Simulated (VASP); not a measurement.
Tl, 1 atom in the cell. It takes space group Fm-3m (No. 225, cubic). Conventional cell: a = 4.301 Å, b = 4.301 Å, c = 4.301 Å, α = 90.00°, β = 90.00°, γ = 90.00°. Within 4.0 Å of Tl (site symmetry m-3m) lie 12 Tl at 3.04 Å.  This cell differs from its parent crystal: volume scaled by 0.98.

```yaml
Program: VASP 6.6.1
Task: single point
Functional: PBE
Potentials_or_basis: VASP PAW PBE potentials, release 64 (Tl_d)
Cutoff: 520 eV
k_mesh: 14 × 14 × 14
Occupations: fermi-dirac, width 0.05 eV
Spin: no spin polarisation
Dipole_correction: no
Further_INCAR_settings: ALGO = Normal; EDIFF = 1e-06; NBANDS = 12
```

Potentials or basis: VASP PAW PBE potentials, release 64 (Tl_d).

Launch:

```console
$ cat potpaw_PBE.64/Tl_d/POTCAR > POTCAR
$ mpirun -np 1 vasp_std > vasp.out
```

Hardware: 1 thread of Intel(R) Xeon(R) Platinum 8488C (Sapphire Rapids) (shared host).

Estimate the wall time of this run.

Run time: 14 s on 1 thread of Intel(R) Xeon(R) Platinum 8488C (Sapphire Rapids) (shared host), peak memory 0.15 GiB. Counts: scf iterations 11, k points 104.
